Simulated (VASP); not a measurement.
# HfO2 (Fm-3m) in VASP: further runs, part 2 of 2

VASP 6.6.1.

### Step 4. Single point, r2SCAN

The input, POSCAR:

```
HfO2
1.0
    0.0000000000      2.5291823181      2.5291823181
    2.5291823181      0.0000000000      2.5291823181
    2.5291823181      2.5291823181      0.0000000000
Hf O
1 2
Direct
    0.0000000000      0.0000000000      0.0000000000
    0.2500000000      0.2500000000      0.2500000000
    0.7500000000      0.7500000000      0.7500000000
```

The input, INCAR.step1:

```
ALGO = Normal
EDIFF = 1E-5
ENCUT = 660
GGA = PE
GGA_COMPAT = False
ISMEAR = 0
LASPH = True
LCHARG = False
LREAL = False
LWAVE = True
NBANDS = 18
NELM = 120
PREC = Accurate
SIGMA = 0.01
```

The input, INCAR.step2:

```
ALGO = Normal
EDIFF = 1E-6
ENCUT = 660
GGA_COMPAT = False
ISIF = 2
ISMEAR = 0
ISTART = 1
LASPH = True
LCHARG = False
LMIXTAU = True
LREAL = False
LWAVE = False
METAGGA = R2SCAN
NBANDS = 18
NELM = 120
PREC = Accurate
SIGMA = 0.01
```

The input, KPOINTS:

```
k-points
0
Gamma
  5 5 5
```

Potentials or basis: VASP PAW PBE potentials, release 64 (Hf_pv, O).

Run with:

```console
$ cat potpaw_PBE.64/Hf_pv/POTCAR potpaw_PBE.64/O/POTCAR > POTCAR
$ cp INCAR.step1 INCAR
$ mpirun -np 1 vasp_std > vasp.out
$ cp INCAR.step2 INCAR
$ mpirun -np 1 vasp_std > vasp.out
```

OUTCAR:

```text
EDIFF = 1E-6
   ENCUT = 660
   ISIF = 2
   ISMEAR = 0
   ISTART = 1
   LASPH = True
   LREAL = False
   METAGGA = R2SCAN
   NELM = 120
   PREC = Accurate

 ion  position               nearest neighbor table
   1  0.000  0.000  0.000-   3 2.19   3 2.19   3 2.19   2 2.19   3 2.19   2 2.19   2 2.19   2 2.19

   2  0.250  0.250  0.250-   1 2.19   1 2.19   1 2.19   1 2.19
   3  0.750  0.750  0.750-   1 2.19   1 2.19   1 2.19   1 2.19

  LATTYP: Found a face centered cubic cell.
 ALAT       =     5.0583646362

  Lattice vectors:

 A1 = (   0.0000000000,   2.5291823181,   2.5291823181)
 A2 = (   2.5291823181,   0.0000000000,   2.5291823181)
 A3 = (   2.5291823181,   2.5291823181,   0.0000000000)

Analysis of symmetry for initial positions (statically):
=====================================================================
 Subroutine PRICEL returns:
 Original cell was already a primitive cell.

 Routine SETGRP: Setting up the symmetry group for a
 face centered cubic supercell.

 Subroutine GETGRP returns: Found 48 space group operations
 (whereof 48 operations were pure point group operations)
 out of a pool of 48 trial point group operations.

The static configuration has the point symmetry O_h .

Analysis of symmetry for dynamics (positions and initial velocities):
=====================================================================
 Subroutine PRICEL returns:
 Original cell was already a primitive cell.

 Routine SETGRP: Setting up the symmetry group for a
 face centered cubic supercell.

 Subroutine GETGRP returns: Found 48 space group operations
 (whereof 48 operations were pure point group operations)
 out of a pool of 48 trial point group operations.

The dynamic configuration has the point symmetry O_h .

[... 99 lines left out ...]
   EFERMI =   0.00;   METHOD = LEGACY
   ISMEAR =     0;   SIGMA  =   0.01  broadening in eV -4-tet -1-fermi 0-gaus
   EFERMI_NEDOS =   21; number of points for ismear=-14 and -15
   IALGO  =     38    algorithm
   IMIX   =      4    mixing-type and parameters
     AMIX     =   0.40;   BMIX     =  1.00
     AMIX_MAG =   1.60;   BMIX_MAG =  1.00
  volume/ion in A,a.u.               =      10.79        72.79
  Fermi-wavevector in a.u.,A,eV,Ry     =   1.439546  2.720348 28.195259  2.072293
  Thomas-Fermi vector in A             =   2.558390
   LORBIT       =      0    0 simple, 1 ext, 2 COOP (PROOUT), +10 PAW based schemes
   METAGGA = R2SCAN    functional components
   LHFCALC =     F    Hartree Fock is set to
   AEXX    =    0.0000 exact exchange contribution
   IVDW    =     0    specifies the selected vdW correction
   LEPSILON=     F    determine dielectric tensor
   LRPA    =     F    only Hartree local field effects (RPA)
 non-spin polarized calculation
 Gauss-broadening in eV      SIGMA  =   0.01
  energy-cutoff  :      660.00
  volume of cell :       32.36
 maximum number of plane-waves:      1263
 NGX is ok and might be reduce to    30
   NGX = 15   NGY = 15   NGZ = 15

 number of electron      21.9999998 magnetization

 Free energy of the ion-electron system (eV)
  ---------------------------------------------------
  ext. energy  EPLUGINS =         0.00000000
  ---------------------------------------------------
  free energy    TOTEN  =       -68.56028316 eV

  energy without entropy =      -68.56028316  energy(sigma->0) =      -68.56028316

 E-fermi :   3.8177     XC(G=0): -12.6176

 val. band max:        3.7581538584   @ k =  -0.4000   0.4000   0.0000
 cond. band min:       8.3896692348   @ k =   0.0000   0.0000   0.0000
 fundamental gap:      4.6315153764
 Fermi energy:         3.8177166544

 k-point     1 :       0.0000    0.0000    0.0000
  band No.  band energies     occupation
      1     -26.6580      2.00000
      2     -26.6580      2.00000
      3     -26.6580      2.00000
      4     -15.8050      2.00000
      5     -12.7704      2.00000
      6      -1.5184      2.00000
[... 187 lines left out ...]
      5     -13.8582      2.00000
      6      -1.4065      2.00000
[... 10 lines left out ...]
     17      16.5657      0.00000
     18      16.6787      0.00000

------------------------ aborting loop because EDIFF is reached ----------------------------------------

  FORCE on cell =-STRESS in cart. coord.  units (eV):
  Direction    XX          YY          ZZ          XY          YZ          ZX
  --------------------------------------------------------------------------------------
  -------------------------------------------------------------------------------------
  Total       -0.8661161     -0.8661161     -0.8661161     -0.0000000      0.0000000     -0.0000000
  in kB      -42.8860742    -42.8860742    -42.8860742     -0.0000000      0.0000000     -0.0000000
  external PRESSURE =     -42.8860742 kB  Pullay stress =       0.0000000 kB

 VOLUME and BASIS-vectors are now :
 -----------------------------------------------------------------------------
  energy-cutoff  :      660.00
  volume of cell :       32.36
      direct lattice vectors                 reciprocal lattice vectors
     0.000000000  2.529182318  2.529182318    -0.197692352  0.197692352  0.197692352
     2.529182318  0.000000000  2.529182318     0.197692352 -0.197692352  0.197692352
     2.529182318  2.529182318  0.000000000     0.197692352  0.197692352 -0.197692352

 POSITION                                       TOTAL-FORCE (eV/Angst)
 -----------------------------------------------------------------------------------
      0.00000      0.00000      0.00000         0.000000     -0.000000     -0.000000
      1.26459      1.26459      1.26459         0.000000      0.000000     -0.000000
      3.79377      3.79377      3.79377        -0.000000     -0.000000      0.000000
 -----------------------------------------------------------------------------------
    total drift:                                0.000000     -0.000000      0.000000

  FREE ENERGIE OF THE ION-ELECTRON SYSTEM (eV)
  ---------------------------------------------------
  free  energy   TOTEN  =       -68.5602831574 eV

  energy  without entropy=      -68.5602831574  energy(sigma->0) =      -68.56028316
```

OSZICAR.step1:

```text
N       E                     dE             d eps       ncg     rms          rms(c)
DAV:   1     0.114802739535E+03    0.11480E+03   -0.14734E+04   360   0.147E+03
DAV:   2    -0.307164130865E+02   -0.14552E+03   -0.14106E+03   442   0.321E+02
DAV:   3    -0.359869661454E+02   -0.52706E+01   -0.52455E+01   442   0.537E+01
DAV:   4    -0.360160957641E+02   -0.29130E-01   -0.29123E-01   420   0.433E+00
DAV:   5    -0.360162812086E+02   -0.18544E-03   -0.18544E-03   422   0.325E-01    0.486E+01
DAV:   6    -0.303867345028E+02    0.56295E+01   -0.20211E+01   366   0.324E+01    0.420E+01
DAV:   7    -0.302930079699E+02    0.93727E-01   -0.65173E-01   404   0.679E+00    0.292E+01
DAV:   8    -0.302778022423E+02    0.15206E-01   -0.28021E-01   396   0.491E+00    0.953E+00
DAV:   9    -0.302563180054E+02    0.21484E-01   -0.64706E-02   374   0.217E+00    0.271E+00
DAV:  10    -0.302565261687E+02   -0.20816E-03   -0.32853E-03   408   0.440E-01    0.160E-01
DAV:  11    -0.302565648989E+02   -0.38730E-04   -0.17080E-04   410   0.114E-01    0.222E-01
DAV:  12    -0.302565758911E+02   -0.10992E-04   -0.36240E-05   372   0.408E-02    0.580E-03
DAV:  13    -0.302565767802E+02   -0.88912E-06   -0.14682E-06   258   0.943E-03
   1 F= -.30256577E+02 E0= -.30256577E+02  d E =-.116809E-83
```

Wall time 50 s (1 thread of Intel Xeon Platinum 8488C (Sapphire Rapids), shared host); peak memory 0.17 GiB.

Results:

```
Free energy            : -68.5603 eV
Pressure               : -4.3 GPa
Band gap on the k mesh : 4.63 eV, indirect (least direct gap 4.94 eV)
```

Caveat: the k points lie up to 0.43 Å⁻¹ apart; the PAW data sets were made with another functional, which shifts forces and pressure a little; spin-orbit coupling is left out, which moves the levels of the heavy elements.

### Step 5. Single point, r2SCAN

POSCAR is that of step 4.

The input, INCAR.step1:

```
  PREC = Accurate
  ENCUT = 660
  ISMEAR = 1
  SIGMA = 0.001
  LREAL = False
  LASPH = True
  NELM = 120
  NBANDS = 18
  GGA = PE
  ALGO = Normal
  EDIFF = 1E-5
  LWAVE = True
  LCHARG = False
  GGA_COMPAT = False
```

The input, INCAR.step2:

```
  PREC = Accurate
  ENCUT = 660
  EDIFF = 1E-6
  ISMEAR = 1
  SIGMA = 0.001
  LREAL = False
  LASPH = True
  NELM = 120
  ALGO = Normal
  ISIF = 2
  LWAVE = False
  LCHARG = False
  METAGGA = R2SCAN
  LMIXTAU = True
  NBANDS = 18
  ISTART = 1
  GGA_COMPAT = False
```

The input, KPOINTS:

```
Automatic mesh
0
Gamma
  6 6 6
```

Run with:

```console
$ cat potpaw_PBE.64/Hf_pv/POTCAR potpaw_PBE.64/O/POTCAR > POTCAR
$ cp INCAR.step1 INCAR
$ mpirun -np 1 vasp_std > vasp.out
$ cp INCAR.step2 INCAR
$ mpirun -np 1 vasp_std > vasp.out
```

Wall time 72 s (1 thread of Intel Xeon Platinum 8488C (Sapphire Rapids), shared host); peak memory 0.17 GiB.

The run converged. Its results:

```yaml
Free_energy: -68.5601 eV
Pressure: -4.3 GPa
Band_gap_on_the_k_mesh: 4.32 eV, direct
```

Levels at points of the mesh, in eV from the valence-band top:
```tsv
k point	band 9	band 10	band 11	band 12	band 13	band 14
(0.00, 0.00, 0.00)	-0.64	-0.64	-0.64	4.43	4.43	6.52
(0.50, 0.00, 0.00)	-2.82	-1.90	-1.90	5.13	5.13	7.56
(0.50, 0.50, 0.00)	-1.56	-1.56	0.00	4.32	6.05	7.24
```

Caveat: the PAW data sets were made with another functional, which shifts forces and pressure a little; spin-orbit coupling is left out, which moves the levels of the heavy elements. r2SCAN opens gaps a little over a GGA but as a rule still falls short of measured ones.

### Step 6. Single point, r2SCAN

POSCAR is that of step 5.

The input, INCAR.step1:

```
PREC = Accurate
ENCUT = 660
ISMEAR = 1
SIGMA = 0.05
LREAL = False
LASPH = True
NELM = 120
NBANDS = 18
GGA = PE
ALGO = Normal
EDIFF = 1E-5
LWAVE = True
LCHARG = False
GGA_COMPAT = False
```

The input, INCAR.step2:

```
PREC = Accurate
ENCUT = 660
EDIFF = 1E-6
ISMEAR = 1
SIGMA = 0.05
LREAL = False
LASPH = True
NELM = 120
ALGO = Normal
ISIF = 2
LWAVE = False
LCHARG = True
METAGGA = R2SCAN
LMIXTAU = True
LELF = True
LVHAR = True
NBANDS = 18
ISTART = 1
GGA_COMPAT = False
```

The input, KPOINTS:

```
regular mesh
0
Gamma
  6 6 6
```

Potentials or basis: VASP PAW PBE potentials, release 64 (Hf_pv, O).

Run with:

```console
$ cat potpaw_PBE.64/Hf_pv/POTCAR potpaw_PBE.64/O/POTCAR > POTCAR
$ cp INCAR.step1 INCAR
$ mpirun -np 1 vasp_std > vasp.out
$ cp INCAR.step2 INCAR
$ mpirun -np 1 vasp_std > vasp.out
```

It took 66 s on 1 thread of Intel Xeon Platinum 8488C (Sapphire Rapids), shared host; peak memory 0.17 GiB.

It converged, with:

```
Free energy            : -68.5601 eV
Pressure               : -4.3 GPa
Band gap on the k mesh : 4.32 eV, direct
```

Levels at points of the mesh, in eV from the valence-band top:
| k point | band 7 | band 8 | band 9 | band 10 | band 11 | band 12 | band 13 | band 14 | band 15 | band 16 |
| --- | --- | --- | --- | --- | --- | --- | --- | --- | --- | --- |
| (0.00, 0.00, 0.00) | -5.48 | -5.48 | -0.64 | -0.64 | -0.64 | 4.43 | 4.43 | 6.52 | 11.09 | 11.09 |
| (0.50, 0.00, 0.00) | -4.40 | -3.08 | -2.82 | -1.90 | -1.90 | 5.13 | 5.13 | 7.56 | 9.64 | 10.02 |
| (0.50, 0.50, 0.00) | -3.59 | -3.59 | -1.56 | -1.56 | 0.00 | 4.32 | 6.05 | 7.24 | 8.74 | 8.74 |

Caveat: the PAW data sets were made with another functional, which shifts forces and pressure a little; spin-orbit coupling is left out, which moves the levels of the heavy elements. r2SCAN opens gaps a little over a GGA but as a rule still falls short of measured ones.

### Step 7. The runs side by side

```csv
level,potentials or basis,k mesh,cutoff (eV),smearing,gap on the mesh (eV),pressure (GPa)
r2SCAN,"VASP PAW PBE potentials, release 64 (Hf_pv, O)",4 × 4 × 4,660,gaussian 0.01 eV,4.32,-4.3
LDA,"VASP PAW LDA potentials, release 64 (Hf_pv, O)",6 × 6 × 6,600,gaussian 0.01 eV,3.61,-12.3
r2SCAN,"VASP PAW PBE potentials, release 64 (Hf_pv, O)",5 × 5 × 5,660,gaussian 0.01 eV,4.63,-4.3
r2SCAN,"VASP PAW PBE potentials, release 64 (Hf_pv, O)",6 × 6 × 6,660,methfessel-paxton 0.001 eV,4.32,-4.3
r2SCAN,"VASP PAW PBE potentials, release 64 (Hf_pv, O)",6 × 6 × 6,660,methfessel-paxton 0.05 eV,4.32,-4.3
```

Alike in all rows: task single point; no spin polarisation; cell as given.

Caveats: some runs use coarse meshes; spin-orbit coupling is left out, which moves the levels of the heavy elements; the PAW data sets were made with another functional, which shifts forces and pressure a little (some runs).

Absolute energies hang on the potentials; compare differences alone.
